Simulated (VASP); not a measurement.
A run of VASP 6.6.1 is set up as follows.

The input INCAR:

```
SYSTEM = Sb
PREC     = Accurate       ! precision mode
ENCUT    = 520            ! plane-wave cutoff, eV
EDIFF    = 1E-7           ! SCF threshold, eV
ISMEAR   = -1             ! smearing method
SIGMA    = 0.1            ! smearing width, eV
LREAL    = .False.        ! projectors in reciprocal space
LASPH    = .True.         ! aspherical terms in the spheres
NELM     = 60             ! most SCF steps
ALGO     = Normal         ! electronic algorithm
ISIF     = 2              ! what is computed and relaxed
LWAVE    = .False.        ! write WAVECAR
LCHARG   = .False.        ! write CHGCAR
GGA      = PE             ! functional
NBANDS   = 12             ! bands
```

File KPOINTS:

```
regular mesh
0
Gamma
  9 9 9
  0 0 0
```

Contents of POSCAR:

```
Sb
1.0
    0.0000000000      3.5893845919      3.5893845919
    3.5893845919      0.0000000000      3.5893845919
    3.5893845919      3.5893845919      0.0000000000
Sb
2
Direct
    0.1250000000      0.1250000000      0.1250000000
    0.8750000000      0.8750000000      0.8750000000
```

Potentials or basis: VASP PAW PBE potentials, release 64 (Sb).

Launch:

```console
$ cat potpaw_PBE.64/Sb/POTCAR > POTCAR
$ mpirun -np 1 vasp_std > vasp.out
```

Task: What does it give for the band gap on the k mesh?

Result: Zero (band 5 reaches 3.47 eV, above the bottom of band 6 at 2.86 eV).

Task: Predict the pressure.

Result: -2.1 GPa.

Caveat: spin-orbit coupling is left out, which moves the levels of the heavy elements.
